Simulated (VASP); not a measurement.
# Ge (Fd-3m) in VASP: single point with r2SCAN

Aim: the single point of Ge with r2SCAN.

Everything below comes from runs of VASP 6.6.1. Logs are shortened: lines on timing, memory, paths and dates and some standing lists are left out, and cuts for length are marked.

**Measured values to compare with.**

“Temperature-dependent photoluminescence in Ge: experiment and theory”, 2020, arxiv:2003.00143 reports, for a bulk crystal of Ge at 0 K: band gap 0.744 eV (indirect).

The runs below are set against these values where they give the same quantity.

## 1. The cell of the first run

Symmetry: Fd-3m, No. 227, cubic system. The conventional cell has a = 5.658 Å, b = 5.658 Å, c = 5.658 Å, α = 90.00°, β = 90.00°, γ = 90.00°. Within 3.2 Å of Ge (site symmetry -43m) lie 4 Ge at 2.45 Å.

## 2. Single point, r2SCAN

Input file POSCAR:

```
Ge
1.0
    0.0000000000      2.8289100000      2.8289100000
    2.8289100000      0.0000000000      2.8289100000
    2.8289100000      2.8289100000      0.0000000000
Ge
2
Direct
    0.0000000000      0.0000000000      0.0000000000
    0.2500000000      0.2500000000      0.2500000000
```

Input file INCAR.step1:

```
PREC = Accurate
ENCUT = 520
ISMEAR = 0
SIGMA = 0.01
LREAL = False
LASPH = True
NELM = 60
NBANDS = 21
GGA = PE
ALGO = Normal
EDIFF = 1E-4
LWAVE = True
LCHARG = False
```

Input file INCAR.step2:

```
PREC = Accurate
ENCUT = 520
EDIFF = 1E-6
ISMEAR = 0
SIGMA = 0.01
LREAL = False
LASPH = True
NELM = 60
ALGO = Normal
ISIF = 2
LWAVE = False
LCHARG = True
METAGGA = R2SCAN
LMIXTAU = True
LELF = True
LVHAR = True
NBANDS = 21
ISTART = 1
```

Input file KPOINTS:

```
Automatic mesh
0
Gamma
  6 6 6
```

Potentials or basis: VASP PAW PBE potentials, release 64 (Ge_d).

Started as:

```console
cat potpaw_PBE.64/Ge_d/POTCAR > POTCAR
cp INCAR.step1 INCAR
mpirun -np 1 vasp_std > vasp.out
cp INCAR.step2 INCAR
mpirun -np 1 vasp_std > vasp.out
```

OUTCAR:

```text
PREC = Accurate
   ENCUT = 520
   EDIFF = 1E-6
   ISMEAR = 0
   LREAL = False
   LASPH = True
   NELM = 60
   ISIF = 2
   METAGGA = R2SCAN
   ISTART = 1

 ion  position               nearest neighbor table
   1  0.000  0.000  0.000-   2 2.45   2 2.45   2 2.45   2 2.45
   2  0.250  0.250  0.250-   1 2.45   1 2.45   1 2.45   1 2.45

  LATTYP: Found a face centered cubic cell.
 ALAT       =     5.6578200000

  Lattice vectors:

 A1 = (   0.0000000000,   2.8289100000,   2.8289100000)
 A2 = (   2.8289100000,   0.0000000000,   2.8289100000)
 A3 = (   2.8289100000,   2.8289100000,   0.0000000000)

Analysis of symmetry for initial positions (statically):
=====================================================================
 Subroutine PRICEL returns:
 Original cell was already a primitive cell.

 Routine SETGRP: Setting up the symmetry group for a
 face centered cubic supercell.

 Subroutine GETGRP returns: Found 48 space group operations
 (whereof 24 operations were pure point group operations)
 out of a pool of 48 trial point group operations.

The static configuration has the point symmetry T_d .
 The point group associated with its full space group is O_h .

Analysis of symmetry for dynamics (positions and initial velocities):
=====================================================================
 Subroutine PRICEL returns:
 Original cell was already a primitive cell.

 Routine SETGRP: Setting up the symmetry group for a
 face centered cubic supercell.

 Subroutine GETGRP returns: Found 48 space group operations
 (whereof 24 operations were pure point group operations)
 out of a pool of 48 trial point group operations.

The dynamic configuration has the point symmetry T_d .
 The point group associated with its full space group is O_h .

 Subroutine INISYM returns: Found 48 space group operations
 (whereof 24 operations are pure point group operations),
 and found     1 'primitive' translations

----------------------------------------------------------------------------------------

                                     Primitive cell

  volume of cell :      45.2780

  direct lattice vectors                    reciprocal lattice vectors
     0.000000000  2.828910000  2.828910000    -0.176746521  0.176746521  0.176746521
     2.828910000  0.000000000  2.828910000     0.176746521 -0.176746521  0.176746521
     2.828910000  2.828910000  0.000000000     0.176746521  0.176746521 -0.176746521

  length of vectors
     4.000682889  4.000682889  4.000682889     0.306133954  0.306133954  0.306133954

  position of ions in fractional coordinates (direct lattice)
     0.000000000  0.000000000  0.000000000
     0.250000000  0.250000000  0.250000000

  ion indices of the primitive-cell ions
   primitive index   ion index
                 1           1
                 2           2

----------------------------------------------------------------------------------------

 KPOINTS: Automatic mesh

Automatic generation of k-mesh.
 Grid dimensions read from file:
 generate k-points for:    6    6    6

 Generating k-lattice:

  Cartesian coordinates                     Fractional coordinates (reciprocal lattice)
    -0.029457753  0.029457753  0.029457753     0.166666667  0.000000000  0.000000000
     0.029457753 -0.029457753  0.029457753     0.000000000  0.166666667  0.000000000
     0.029457753  0.029457753 -0.029457753     0.000000000  0.000000000  0.166666667

  Length of vectors
     0.051022326  0.051022326  0.051022326

  Shift w.r.t. Gamma in fractional coordinates (k-lattice)
     0.000000000  0.000000000  0.000000000

 Subroutine IBZKPT returns following result:
 ===========================================

 Found     16 irreducible k-points:

 Following reciprocal coordinates:
            Coordinates               Weight
  0.000000  0.000000  0.000000      1.000000
  0.166667  0.000000  0.000000      8.000000
  0.333333  0.000000  0.000000      8.000000
  0.500000  0.000000  0.000000      4.000000
  0.166667  0.166667  0.000000      6.000000
  0.333333  0.166667  0.000000     24.000000
[... 8 lines left out ...]
 -0.333333  0.333333  0.166667     24.000000
 -0.333333  0.500000  0.166667     12.000000
   k-points           NKPTS =     16   k-points in BZ     NKDIM =     16   number of bands    NBANDS=     21
   number of dos      NEDOS =    301   number of ions     NIONS =      2
   total plane-waves  NPLWV =  27000
   dimension x,y,z NGX =    30 NGY =   30 NGZ =   30
   dimension x,y,z NGXF=    60 NGYF=   60 NGZF=   60
   ions per type =               2
   NGX,Y,Z   is equivalent  to a cutoff of  12.47, 12.47, 12.47 a.u.
   NGXF,Y,Z  is equivalent  to a cutoff of  24.93, 24.93, 24.93 a.u.
 SYSTEM =  unknown system
   PREC   = accura    normal or accurate (medium, high low for compatibility)
   ISTART =      1    job   : 0-new  1-cont  2-samecut
   ICHARG =      0    charge: 1-file 2-atom 10-const
   ISPIN  =      1    spin polarized calculation?
   LNONCOLLINEAR =      F non collinear calculations
   LSORBIT =      F    spin-orbit coupling
   LASPH  =      T    aspherical Exc in radial PAW
   ENCUT  =  520.0 eV  38.22 Ry    6.18 a.u.   7.44  7.44  7.44*2*pi/ulx,y,z
   NELM   =     60;   NELMIN=  2; NELMDL=  0     # of ELM steps
   EDIFF  = 0.1E-05   stopping-criterion for ELM
   LREAL  =      F    real-space projection
   EDIFFG = 0.1E-04   stopping-criterion for IOM
   NSW    =      0    number of steps for IOM
   IBRION =     -1    ionic relax: 0-MD 1-quasi-New 2-CG
   NFREE  =      0    steps in history (QN), initial steepest desc. (CG)
   ISIF   =      2    stress and relaxation
   ISYM   =      2    0-nonsym 1-usesym 2-fastsym
   POTIM  = 0.5000    time-step for ionic-motion
   TEBEG  =    0.0;   TEEND  =   0.0 temperature during run
   PSTRESS=    0.0 pullay stress
   NELECT =      28.0000    total number of electrons
   NUPDOWN=      -1.0000    fix difference up-down
   EMIN   =  10.00;   EMAX   =-10.00  energy-range for DOS
   EFERMI =   0.00;   METHOD = LEGACY
   ISMEAR =     0;   SIGMA  =   0.01  broadening in eV -4-tet -1-fermi 0-gaus
   EFERMI_NEDOS =   21; number of points for ismear=-14 and -15
   IALGO  =     38    algorithm
   IMIX   =      4    mixing-type and parameters
     AMIX     =   0.40;   BMIX     =  1.00
     AMIX_MAG =   1.60;   BMIX_MAG =  1.00
  volume/ion in A,a.u.               =      22.64       152.78
  Fermi-wavevector in a.u.,A,eV,Ry     =   1.394756  2.635708 26.468033  1.945346
  Thomas-Fermi vector in A             =   2.518275
   LORBIT       =      0    0 simple, 1 ext, 2 COOP (PROOUT), +10 PAW based schemes
   METAGGA = R2SCAN    functional components
   LHFCALC =     F    Hartree Fock is set to
   AEXX    =    0.0000 exact exchange contribution
   IVDW    =     0    specifies the selected vdW correction
   LEPSILON=     F    determine dielectric tensor
   LRPA    =     F    only Hartree local field effects (RPA)
 non-spin polarized calculation
 Gauss-broadening in eV      SIGMA  =   0.01
  energy-cutoff  :      520.00
  volume of cell :       45.28
 maximum number of plane-waves:      1243
 NGX is ok and might be reduce to    30
   NGX = 15   NGY = 15   NGZ = 15

 number of electron      28.0000022 magnetization

 Free energy of the ion-electron system (eV)
  ---------------------------------------------------
  ext. energy  EPLUGINS =         0.00000000
  ---------------------------------------------------
  free energy    TOTEN  =       -27.70436329 eV

  energy without entropy =      -27.70436329  energy(sigma->0) =      -27.70436329

 E-fermi :   4.9284     XC(G=0): -10.8146

 val. band max:        4.8085353214   @ k =   0.0000   0.0000   0.0000
 cond. band min:       5.2138511575   @ k =   0.0000   0.0000   0.0000
 fundamental gap:      0.4053158361
 Fermi energy:         4.9283740234

 k-point     1 :       0.0000    0.0000    0.0000
  band No.  band energies     occupation
      1     -20.6855      2.00000
      2     -20.6855      2.00000
      3     -20.6855      2.00000
      4     -20.6463      2.00000
      5     -20.6463      2.00000
      6     -20.4287      2.00000
[... 13 lines left out ...]
     20      14.7394      0.00000
     21      14.7394      0.00000

 k-point     2 :       0.1667    0.0000    0.0000
  band No.  band energies     occupation
      1     -20.6979      2.00000
      2     -20.6979      2.00000
      3     -20.6811      2.00000
      4     -20.6280      2.00000
      5     -20.6280      2.00000
      6     -20.4437      2.00000
[... 13 lines left out ...]
     20      13.6272      0.00000
     21      13.6272      0.00000

 k-point     3 :       0.3333    0.0000    0.0000
  band No.  band energies     occupation
      1     -20.7085      2.00000
      2     -20.7084      2.00000
      3     -20.6721      2.00000
      4     -20.6079      2.00000
      5     -20.6078      2.00000
      6     -20.4570      2.00000
[... 13 lines left out ...]
     20      14.2895      0.00000
     21      14.2895      0.00000

 k-point     4 :       0.5000    0.0000    0.0000
  band No.  band energies     occupation
      1     -20.7109      2.00000
      2     -20.7109      2.00000
      3     -20.6674      2.00000
      4     -20.6023      2.00000
      5     -20.6023      2.00000
      6     -20.4595      2.00000
[... 13 lines left out ...]
     20      16.6863      0.00000
     21      16.7032      0.00000

 k-point     5 :       0.1667    0.1667    0.0000
  band No.  band energies     occupation
      1     -20.6954      2.00000
      2     -20.6954      2.00000
      3     -20.6950      2.00000
      4     -20.6296      2.00000
      5     -20.6071      2.00000
      6     -20.4802      2.00000
[... 13 lines left out ...]
     20      13.8508      0.00000
     21      15.2362      0.00000
[... 190 lines left out ...]
     20      17.1534      0.00000
     21      18.3209      0.00000

 k-point    14 :       0.5000    0.3333    0.1667
  band No.  band energies     occupation
      1     -20.7264      2.00000
      2     -20.7233      2.00000
      3     -20.6449      2.00000
      4     -20.5862      2.00000
      5     -20.5503      2.00000
      6     -20.5351      2.00000
[... 13 lines left out ...]
     20      15.3387      0.00000
     21      17.9295      0.00000

 k-point    15 :      -0.3333    0.3333    0.1667
  band No.  band energies     occupation
      1     -20.7369      2.00000
      2     -20.7262      2.00000
      3     -20.6219      2.00000
      4     -20.5675      2.00000
      5     -20.5436      2.00000
      6     -20.5368      2.00000
[... 13 lines left out ...]
     20      17.2910      0.00000
     21      17.4114      0.00000

 k-point    16 :      -0.3333    0.5000    0.1667
  band No.  band energies     occupation
      1     -20.7321      2.00000
      2     -20.7321      2.00000
      3     -20.6006      2.00000
      4     -20.6006      2.00000
      5     -20.5287      2.00000
      6     -20.5287      2.00000
[... 13 lines left out ...]
     20      16.4965      0.00000
     21      18.4860      0.00000

------------------------ aborting loop because EDIFF is reached ----------------------------------------

  FORCE on cell =-STRESS in cart. coord.  units (eV):
  Direction    XX          YY          ZZ          XY          YZ          ZX
  --------------------------------------------------------------------------------------
  -------------------------------------------------------------------------------------
  Total        0.1650251      0.1650251      0.1650251     -0.0000000      0.0000000     -0.0000000
  in kB        5.8394663      5.8394663      5.8394663     -0.0000000      0.0000000     -0.0000000
  external PRESSURE =       5.8394663 kB  Pullay stress =       0.0000000 kB

 VOLUME and BASIS-vectors are now :
 -----------------------------------------------------------------------------
  energy-cutoff  :      520.00
  volume of cell :       45.28
      direct lattice vectors                 reciprocal lattice vectors
     0.000000000  2.828910000  2.828910000    -0.176746521  0.176746521  0.176746521
     2.828910000  0.000000000  2.828910000     0.176746521 -0.176746521  0.176746521
     2.828910000  2.828910000  0.000000000     0.176746521  0.176746521 -0.176746521

 POSITION                                       TOTAL-FORCE (eV/Angst)
 -----------------------------------------------------------------------------------
      0.00000      0.00000      0.00000         0.000000      0.000000      0.000000
      1.41446      1.41446      1.41446        -0.000000     -0.000000     -0.000000
 -----------------------------------------------------------------------------------
    total drift:                                0.000000      0.000000      0.000000

  FREE ENERGIE OF THE ION-ELECTRON SYSTEM (eV)
  ---------------------------------------------------
  free  energy   TOTEN  =       -27.7043632890 eV

  energy  without entropy=      -27.7043632890  energy(sigma->0) =      -27.70436329
```

It took 47 s on 1 thread of Intel Xeon Platinum 8488C (Sapphire Rapids), shared host; peak memory 0.17 GiB.

What came out:

```
Free energy            : -27.7044 eV
Pressure               : 0.6 GPa
Band gap on the k mesh : 0.41 eV, direct
```

Levels at points of the mesh, in eV from the valence-band top:
```
           k point  band 10  band 11  band 12  band 13  band 14  band 15  band 16  band 17  band 18  band 19
(0.00, 0.00, 0.00)   -25.22   -13.30     0.00     0.00     0.00     0.41     2.71     2.71     2.71     7.06
(0.50, 0.00, 0.00)   -25.19   -11.11    -7.87    -1.48    -1.48     0.44     4.00     4.00     7.65    11.20
(0.50, 0.50, 0.00)   -25.18    -9.22    -9.22    -3.23    -3.23     0.97     0.97    10.10    10.11    12.34
```

Caveat: the PAW data sets were made with another functional, which shifts forces and pressure a little.

## 3. Comparison with measurements

Step 2. Measured gap of Ge: 0.744 eV (indirect; 0 K; “Temperature-dependent photoluminescence in Ge: experiment and theory”, 2020, arxiv:2003.00143). This calculation gives 0.41 eV (-0.34 eV). 3 values of this kind are on record (0.666 to 0.807 eV); this one was drawn at random among those near their median. Spin-orbit coupling on Ge is left out. The value is that of r2SCAN on a finite k mesh, which can miss the band edges, without temperature or zero-point motion.
